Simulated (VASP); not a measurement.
Wanted: the native input for a VASP 6.6.1 run.

| Item | Value |
| --- | --- |
| Task | single point |
| Functional | HSE06 |
| Potentials or basis | VASP PAW PBE potentials, release 64 (K_sv, Zn, F) |
| Cutoff | 520 eV |
| k mesh | 4 × 4 × 4 |
| Occupations | gaussian, width 0.01 eV |
| Spin | no spin polarisation |
| Dipole correction | no |
| Grid for exact exchange (PRECFOCK) | Normal |
| Further INCAR settings | ALGO = Normal; EDIFF = 1e-06; NBANDS = 29 |
| Share of exact exchange | 0.25 |
| Screening parameter | 0.2079 1/Å |

The system is KZnF3.

```
CELL_PARAMETERS angstrom
4.04617 0.00000 0.00000
0.00000 4.04617 0.00000
0.00000 0.00000 4.04617
ATOMIC_POSITIONS crystal
K 0.00000 0.00000 0.00000
Zn 0.50000 0.50000 0.50000
F 0.50000 0.50000 0.00000
F 0.00000 0.50000 0.50000
F 0.50000 0.00000 0.50000
```

These files were run (other wordings do the same):

POSCAR

```
KZnF3
1.0
    4.0461680185      0.0000000000      0.0000000000
    0.0000000000      4.0461680185      0.0000000000
    0.0000000000      0.0000000000      4.0461680185
K Zn F
1 1 3
Direct
    0.0000000000      0.0000000000      0.0000000000
    0.5000000000      0.5000000000      0.5000000000
    0.5000000000      0.5000000000      0.0000000000
    0.0000000000      0.5000000000      0.5000000000
    0.5000000000      0.0000000000      0.5000000000
```

INCAR.step1

```
SYSTEM = KZnF3
PREC     = Accurate       ! precision mode
ENCUT    = 520            ! plane-wave cutoff, eV
EDIFF    = 1E-5           ! SCF threshold, eV
ISMEAR   = 0              ! smearing method
SIGMA    = 0.01           ! smearing width, eV
LREAL    = .FALSE.        ! projectors in reciprocal space
LASPH    = .TRUE.         ! aspherical terms in the spheres
NELM     = 120            ! most SCF steps
ALGO     = Normal         ! electronic algorithm
ISIF     = 2              ! what is computed and relaxed
LWAVE    = .TRUE.         ! write WAVECAR
LCHARG   = .FALSE.        ! write CHGCAR
GGA      = PE             ! functional
NBANDS   = 29             ! bands
GGA_COMPAT= .FALSE.
```

INCAR.step2

```
SYSTEM = KZnF3
PREC     = Accurate       ! precision mode
ENCUT    = 520            ! plane-wave cutoff, eV
EDIFF    = 1E-6           ! SCF threshold, eV
ISMEAR   = 0              ! smearing method
SIGMA    = 0.01           ! smearing width, eV
LREAL    = .FALSE.        ! projectors in reciprocal space
LASPH    = .TRUE.         ! aspherical terms in the spheres
NELM     = 120            ! most SCF steps
ALGO     = Normal         ! electronic algorithm
ISIF     = 2              ! what is computed and relaxed
LWAVE    = .FALSE.        ! write WAVECAR
LCHARG   = .FALSE.        ! write CHGCAR
GGA      = PE             ! functional
LHFCALC  = .TRUE.         ! exact exchange
HFSCREEN = 0.2079         ! screening, 1/A
PRECFOCK = Normal       
ISTART   = 1            
NBANDS   = 29             ! bands
GGA_COMPAT= .FALSE.
```

KPOINTS

```
Automatic mesh
0
G
  4 4 4
  0 0 0
```

Potentials or basis: VASP PAW PBE potentials, release 64 (K_sv, Zn, F).

Run with:

```sh
$ cat potpaw_PBE.64/K_sv/POTCAR potpaw_PBE.64/Zn/POTCAR potpaw_PBE.64/F/POTCAR > POTCAR
$ cp INCAR.step1 INCAR
$ mpirun -np 1 vasp_std > vasp.out
$ cp INCAR.step2 INCAR
$ mpirun -np 1 vasp_std > vasp.out
```

It gave:

* Pressure: 2.6 GPa
* Band gap on the k mesh: 6.24 eV (least direct gap 8.02 eV)

Caveat: the PAW data sets were made with another functional, which shifts forces and pressure a little.

Run time: 62 min on 1 thread of Intel Xeon 8259CL, on a shared host, peak memory 0.3 GiB.
